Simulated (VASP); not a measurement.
# SrO in VASP: a series of runs

The runs below take SrO through single point, with r2SCAN, HSE06.

All numbers are computed with VASP 6.6.1; they aren't measurements. Logs are shortened: lines on timing, memory, paths and dates and some standing lists are left out, and cuts for length are marked.

### 1 The cell of the first run

The structure is tetragonal, space group P4/mmm (No. 123). The conventional cell has a = 3.051 Å, b = 3.051 Å, c = 3.103 Å, α = 90.00°, β = 90.00°, γ = 90.00°. Within 3.5 Å of Sr (site symmetry 4/mmm) lie 8 O at 2.66 Å and 6 Sr at 3.05 to 3.10 Å. Within 3.5 Å of O (site symmetry 4/mmm) lie 8 Sr at 2.66 Å and 6 O at 3.05 to 3.10 Å.

### 2 Single point, r2SCAN (biaxial xy strain -1.7%)

POSCAR reads:

```
SrO
1.0
    3.0510472231      0.0000000000      0.0000000000
    0.0000000000      3.0510472231      0.0000000000
    0.0000000000      0.0000000000      3.1028650697
Sr O
1 1
Direct
    0.0000000000      0.0000000000      0.0000000000
    0.5000000000      0.5000000000      0.5000000000
```

INCAR.step1 reads:

```
  PREC = Accurate
  ENCUT = 520
  ISMEAR = 0
  SIGMA = 0.01
  LREAL = False
  LASPH = True
  NELM = 100
  NBANDS = 15
  GGA = PE
  ALGO = Normal
  EDIFF = 1E-4
  LWAVE = True
  LCHARG = False
```

INCAR.step2 reads:

```
  PREC = Accurate
  ENCUT = 520
  EDIFF = 1E-6
  ISMEAR = 0
  SIGMA = 0.01
  LREAL = False
  LASPH = True
  NELM = 100
  ALGO = Normal
  ISIF = 2
  LWAVE = False
  LCHARG = True
  METAGGA = R2SCAN
  LMIXTAU = True
  LELF = True
  LVHAR = True
  NBANDS = 15
  ISTART = 1
```

KPOINTS reads:

```
regular mesh
0
Gamma
  8 8 8
```

Potentials or basis: VASP PAW PBE potentials, release 64 (Sr_sv, O).

Started as:

```console
$ cat potpaw_PBE.64/Sr_sv/POTCAR potpaw_PBE.64/O/POTCAR > POTCAR
$ cp INCAR.step1 INCAR
$ mpirun -np 1 vasp_std > vasp.out
$ cp INCAR.step2 INCAR
$ mpirun -np 1 vasp_std > vasp.out
```

OUTCAR:

```text
PREC = Accurate
   ENCUT = 520
   EDIFF = 1E-6
   ISMEAR = 0
   LREAL = False
   LASPH = True
   NELM = 100
   ISIF = 2
   METAGGA = R2SCAN
   ISTART = 1

 ion  position               nearest neighbor table
   1  0.000  0.000  0.000-   2 2.66   2 2.66   2 2.66   2 2.66   2 2.66   2 2.66   2 2.66   2 2.66

   2  0.500  0.500  0.500-   1 2.66   1 2.66   1 2.66   1 2.66   1 2.66   1 2.66   1 2.66   1 2.66

  LATTYP: Found a simple tetragonal cell.
 ALAT       =     3.0510472231
 C/A-ratio  =     1.0169836265

  Lattice vectors:

 A1 = (   3.0510472231,   0.0000000000,   0.0000000000)
 A2 = (   0.0000000000,   3.0510472231,   0.0000000000)
 A3 = (   0.0000000000,   0.0000000000,   3.1028650697)

Analysis of symmetry for initial positions (statically):
=====================================================================
 Subroutine PRICEL returns:
 Original cell was already a primitive cell.

 Routine SETGRP: Setting up the symmetry group for a
 simple tetragonal supercell.

 Subroutine GETGRP returns: Found 16 space group operations
 (whereof 16 operations were pure point group operations)
 out of a pool of 16 trial point group operations.

The static configuration has the point symmetry D_4h.

Analysis of symmetry for dynamics (positions and initial velocities):
=====================================================================
 Subroutine PRICEL returns:
 Original cell was already a primitive cell.

 Routine SETGRP: Setting up the symmetry group for a
 simple tetragonal supercell.

 Subroutine GETGRP returns: Found 16 space group operations
 (whereof 16 operations were pure point group operations)
 out of a pool of 16 trial point group operations.

The dynamic configuration has the point symmetry D_4h.

 Subroutine INISYM returns: Found 16 space group operations
 (whereof 16 operations are pure point group operations),
 and found     1 'primitive' translations

----------------------------------------------------------------------------------------

                                     Primitive cell

  volume of cell :      28.8842

  direct lattice vectors                    reciprocal lattice vectors
     3.051047223  0.000000000  0.000000000     0.327756317  0.000000000  0.000000000
     0.000000000  3.051047223  0.000000000     0.000000000  0.327756317  0.000000000
     0.000000000  0.000000000  3.102865070     0.000000000  0.000000000  0.322282786

  length of vectors
     3.051047223  3.051047223  3.102865070     0.327756317  0.327756317  0.322282786

  position of ions in fractional coordinates (direct lattice)
[... 85 lines left out ...]
   ISIF   =      2    stress and relaxation
   ISYM   =      2    0-nonsym 1-usesym 2-fastsym
   POTIM  = 0.5000    time-step for ionic-motion
   TEBEG  =    0.0;   TEEND  =   0.0 temperature during run
   PSTRESS=    0.0 pullay stress
   NELECT =      16.0000    total number of electrons
   NUPDOWN=      -1.0000    fix difference up-down
   EMIN   =  10.00;   EMAX   =-10.00  energy-range for DOS
   EFERMI =   0.00;   METHOD = LEGACY
   ISMEAR =     0;   SIGMA  =   0.01  broadening in eV -4-tet -1-fermi 0-gaus
   EFERMI_NEDOS =   21; number of points for ismear=-14 and -15
   IALGO  =     38    algorithm
   IMIX   =      4    mixing-type and parameters
     AMIX     =   0.40;   BMIX     =  1.00
     AMIX_MAG =   1.60;   BMIX_MAG =  1.00
  volume/ion in A,a.u.               =      14.44        97.46
  Fermi-wavevector in a.u.,A,eV,Ry     =   1.344501  2.540739 24.595032  1.807684
  Thomas-Fermi vector in A             =   2.472490
   LORBIT       =      0    0 simple, 1 ext, 2 COOP (PROOUT), +10 PAW based schemes
   METAGGA = R2SCAN    functional components
   LHFCALC =     F    Hartree Fock is set to
   AEXX    =    0.0000 exact exchange contribution
   IVDW    =     0    specifies the selected vdW correction
   LEPSILON=     F    determine dielectric tensor
   LRPA    =     F    only Hartree local field effects (RPA)
 non-spin polarized calculation
 Gauss-broadening in eV      SIGMA  =   0.01
  energy-cutoff  :      520.00
  volume of cell :       28.88
 maximum number of plane-waves:       796
 NGX is ok and might be reduce to    24
   NGX = 11   NGY = 11   NGZ = 11

 number of electron      16.0000006 magnetization

 Free energy of the ion-electron system (eV)
  ---------------------------------------------------
  ext. energy  EPLUGINS =         0.00000000
  ---------------------------------------------------
  free energy    TOTEN  =       -26.26438966 eV

  energy without entropy =      -26.26438966  energy(sigma->0) =      -26.26438966

 E-fermi :   3.1872     XC(G=0): -11.5937

 val. band max:        3.0859879209   @ k =   0.5000   0.0000   0.5000
 cond. band min:       6.2809226577   @ k =   0.0000   0.0000   0.0000
 fundamental gap:      3.1949347367
 Fermi energy:         3.1871793528

 k-point     1 :       0.0000    0.0000    0.0000
  band No.  band energies     occupation
      1     -31.9257      2.00000
      2     -13.6592      2.00000
      3     -12.4718      2.00000
      4     -12.3969      2.00000
      5     -12.3969      2.00000
      6       2.9330      2.00000
      7       3.0490      2.00000
      8       3.0490      2.00000
      9       6.2809      0.00000
     10       6.2856      0.00000
     11       9.0816      0.00000
     12      14.4243      0.00000
     13      14.4243      0.00000
     14      14.5943      0.00000
[... 401 lines left out ...]
      2     -15.3614      2.00000
      3     -12.4876      2.00000
      4     -12.4181      2.00000
      5     -11.8333      2.00000
      6       0.5494      2.00000
      7       1.9046      2.00000
      8       2.6145      2.00000
      9       8.3346      0.00000
     10      11.1371      0.00000
     11      11.5405      0.00000
     12      12.6608      0.00000
     13      13.7439      0.00000
     14      16.7732      0.00000
     15      18.6267      0.00000

 [... further k-points ...]
[... 5 lines left out ...]
  --------------------------------------------------------------------------------------
  -------------------------------------------------------------------------------------
  Total        1.1549866      1.1549866      0.1642569      0.0000000      0.0000000      0.0000000
  in kB       64.0658782     64.0658782      9.1111547      0.0000000      0.0000000      0.0000000
  external PRESSURE =      45.7476370 kB  Pullay stress =       0.0000000 kB

 VOLUME and BASIS-vectors are now :
 -----------------------------------------------------------------------------
  energy-cutoff  :      520.00
  volume of cell :       28.88
      direct lattice vectors                 reciprocal lattice vectors
     3.051047223  0.000000000  0.000000000     0.327756317  0.000000000  0.000000000
     0.000000000  3.051047223  0.000000000     0.000000000  0.327756317  0.000000000
     0.000000000  0.000000000  3.102865070     0.000000000  0.000000000  0.322282786

 POSITION                                       TOTAL-FORCE (eV/Angst)
 -----------------------------------------------------------------------------------
      0.00000      0.00000      0.00000         0.000000      0.000000      0.000000
      1.52552      1.52552      1.55143         0.000000      0.000000      0.000000
 -----------------------------------------------------------------------------------
    total drift:                                0.000000      0.000000     -0.000000

  FREE ENERGIE OF THE ION-ELECTRON SYSTEM (eV)
  ---------------------------------------------------
  free  energy   TOTEN  =       -26.2643896561 eV

  energy  without entropy=      -26.2643896561  energy(sigma->0) =      -26.26438966
```

It took 84 s on 1 thread of Intel Xeon Platinum 8259CL at 2.50GHz (Skylake/Cascade Lake), shared host; peak memory 0.16 GiB.

Results:

```yaml
Free_energy: -26.2644 eV
Pressure: 4.6 GPa
Band_gap_on_the_k_mesh: 3.19 eV, indirect (least direct gap 3.23 eV)
```

Stress tensor (GPa, compression positive):
```
6.41 0.00 0.00
0.00 6.41 0.00
0.00 0.00 0.91
```

Caveat: the cell differs from its parent crystal (biaxial xy strain -1.7%); the PAW data sets were made with another functional, which shifts forces and pressure a little.

### 3 Single point, HSE06 (strain along [111] +2.4%)

POSCAR reads:

```
SrO
1.0
    3.1277914191      0.0249263494      0.0249263494
    0.0249263494      3.1277914191      0.0249263494
    0.0249263494      0.0249263494      3.1277914191
Sr O
1 1
Direct
    0.0000000000      0.0000000000      0.0000000000
    0.5000000000      0.5000000000      0.5000000000
```

INCAR.step1 reads:

```
SYSTEM = SrO
PREC = Accurate
ENCUT = 520
EDIFF = 1E-5
ISMEAR = 0
SIGMA = 0.01
LREAL = .False.
LASPH = .True.
NELM = 60
ALGO = Normal
ISIF = 2
LWAVE = .True.
LCHARG = .False.
GGA = PE
NBANDS = 15
```

INCAR.step2 reads:

```
SYSTEM = SrO
PREC = Accurate
ENCUT = 520
EDIFF = 1E-6
ISMEAR = 0
SIGMA = 0.01
LREAL = .False.
LASPH = .True.
NELM = 60
ALGO = Normal
ISIF = 2
LWAVE = .False.
LCHARG = .False.
GGA = PE
LHFCALC = .True.
HFSCREEN = 0.2079
PRECFOCK = Normal
ISTART = 1
NBANDS = 15
```

KPOINTS reads:

```
regular mesh
0
Gamma
  6 6 6
  0 0 0
```

Potentials or basis: VASP PAW PBE potentials, release 64 (Sr_sv, O).

Started as:

```console
$ cat potpaw_PBE.64/Sr_sv/POTCAR potpaw_PBE.64/O/POTCAR > POTCAR
$ cp INCAR.step1 INCAR
$ mpirun -np 1 vasp_std > vasp.out
$ cp INCAR.step2 INCAR
$ mpirun -np 1 vasp_std > vasp.out
```

Run time: 31 min. Hardware: 1 thread of Intel Xeon Platinum 8488C (Sapphire Rapids), shared host; peak memory 0.27 GiB.

Results (log left out):

```yaml
Free_energy: -13.3574 eV
Pressure: -1.7 GPa
Band_gap_on_the_k_mesh: 4.26 eV, indirect (least direct gap 4.35 eV)
```

Stress tensor (GPa, compression positive):
```
-1.71  0.10  0.10
 0.10 -1.71  0.10
 0.10  0.10 -1.71
```

Levels at points of the mesh, in eV from the valence-band top:
```
           k point  band 6  band 7  band 8  band 9  band 10  band 11
(0.00, 0.00, 0.00)   -0.09   -0.09   -0.08    4.26     4.26     5.99
(0.50, 0.00, 0.00)   -3.12   -0.74   -0.61    5.50     8.98    10.95
(0.50, 0.50, 0.00)   -1.38   -1.33    0.00    5.66     6.06     9.16
(0.50, 0.50, 0.50)   -3.07   -3.05   -3.05    9.80    10.12    10.12
```

Caveat: the cell differs from its parent crystal (strain along [111] +2.4%); the PAW data sets were made with another functional, which shifts forces and pressure a little. A k mesh can miss the band edges.
